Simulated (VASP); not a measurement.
Input of a VASP 6.6.1 run:

Contents of INCAR:

```
SYSTEM = SnO2
ALGO     = Normal         ! electronic algorithm
EDIFF    = 1E-6           ! SCF threshold, eV
ENCUT    = 520            ! plane-wave cutoff, eV
GGA      = PS             ! functional
ISIF     = 2              ! what is computed and relaxed
ISMEAR   = -1             ! smearing method
LASPH    = .True.         ! aspherical terms in the spheres
LCHARG   = .False.        ! write CHGCAR
LREAL    = .False.        ! projectors in reciprocal space
LWAVE    = .False.        ! write WAVECAR
NBANDS   = 35             ! bands
NELM     = 80             ! most SCF steps
PREC     = Accurate       ! precision mode
SIGMA    = 0.02           ! smearing width, eV
```

Contents of KPOINTS:

```
k-points
0
Gamma
  3 3 1
  0 0 0
```

The input POSCAR:

```
SnO2
1.0
    3.2305756200      0.0000000000      0.0000000000
   -1.6152878100      2.7977605500      0.0000000000
    0.0000000000      0.0000000000     10.7905620000
Sn O
2 4
Direct
    0.0000000000      0.0000000000      0.5000000000
    0.0000000000      0.0000000000      0.0000000000
    0.6666666700      0.3333333300      0.4058620000
    0.6666666700      0.3333333300      0.0941380000
    0.3333333300      0.6666666700      0.5941380000
    0.3333333300      0.6666666700      0.9058620000
```

Potentials or basis: VASP PAW PBE potentials, release 64 (Sn_d, O).

Command:

```console
$ cat potpaw_PBE.64/Sn_d/POTCAR potpaw_PBE.64/O/POTCAR > POTCAR
$ mpirun -np 1 vasp_std > vasp.out
```

Q: Estimate the band gap on the k mesh.

A: 2.11 eV (least direct gap 2.44 eV).

Q: What does it give for the pressure?

A: -3.5 GPa.

Q: Estimate the largest force.

A: 0.399 eV/Å.

Forces in eV/Å, atoms in the order of the input:
```
Sn   0.000  0.000  0.000
Sn   0.000  0.000  0.000
O    0.000  0.000  0.399
O    0.000  0.000 -0.399
O    0.000  0.000 -0.399
O    0.000  0.000  0.399
```

Caveat: the k points lie up to 0.75 Å⁻¹ apart; the PAW data sets were made with another functional, which shifts forces and pressure a little; spin-orbit coupling is left out, which moves the levels of the heavy elements. A k mesh can miss the band edges.
